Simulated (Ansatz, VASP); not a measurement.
SiC in VASP and in Ansatz

```
Si C
1.0
     0.00000    2.07366    2.07366
     2.07366    0.00000    2.07366
     2.10159    2.10159   -0.02793
Si C
1 1
Direct
  0.00000 0.00000 0.00000
  0.75000 0.75000 0.75000
```

Alike in both runs: task single point; functional PBEsol; k mesh 12 × 12 × 12; occupations gaussian, width 0.05 eV; no spin polarisation.

|  | VASP | Ansatz |
| --- | --- | --- |
| version | VASP 6.6.1 | Ansatz 0.2.0 |
| potentials or method | VASP PAW PBE potentials, release 64 (Si, C), cutoff 520 eV | scalar-relativistic, plane waves, PAW |
| valence electrons in the cell | 8 | 8 |

Ansatz gave:

| Item | Value |
| --- | --- |
| gap on the k mesh at the Fermi level (eV) | 1.06 |
| least direct gap on the mesh (eV) | 4.46 |
| rms of the force components (eV/Å) | 0.204 |

Problem. Estimate VASP's values.

Solution. gap on the k mesh at the Fermi level (eV): 1.05; least direct gap on the mesh (eV): 4.44; rms of the force components (eV/Å): 0.205.

VASP's potentials were made for PBE, not for PBEsol, and Ansatz warns of the same on its side. Atom by atom the forces differ by 0.001 eV/Å (rms over components).
